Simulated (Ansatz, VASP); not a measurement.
## Two plane-wave programs on B2As3

```
CELL_PARAMETERS angstrom
2.99977 -1.67931 0.00189
2.99977 1.67931 0.00189
-1.91694 0.00000 7.85164
ATOMIC_POSITIONS crystal
B 0.13652 0.13652 0.72901
B 0.94877 0.94877 0.22224
As 0.59162 0.59162 0.13801
As 0.49644 0.49644 0.81331
As 0.15764 0.15764 0.47244
```

Change from the starting cell: species swapped into the B2Pt3 type (Cm, No. 8).

Alike in both runs: functional PBE; k mesh 10 × 10 × 4; occupations gaussian, width 0.1 eV; no spin polarisation.

Ansatz relaxed the structure, and its values are those at the end. VASP's run is a single point on that final structure, the one shown.

|  | VASP | Ansatz |
| --- | --- | --- |
| version | VASP 6.6.1 | Ansatz 0.2.0 |
| potentials or method | VASP PAW PBE potentials, release 64 (B, As), cutoff 520 eV | scalar-relativistic, plane waves, PAW |
| valence electrons in the cell | 21 | 51 |

```tsv
	VASP	Ansatz	Ansatz less VASP
gap on the k mesh at the Fermi level (eV)	none	none	-
pressure (GPa)	0.5	0.0	-0.44
rms of the force components (eV/Å)	0.008	0.001	-0.0077
```

A gap of «none» marks a metal or a gap that the smearing closes. With one functional, cell and mesh, what is left measures potentials, basis and numerics. VASP's potentials hold 21 valence electrons a cell and Ansatz's 51, so a difference there can come from the potentials and not from the codes.
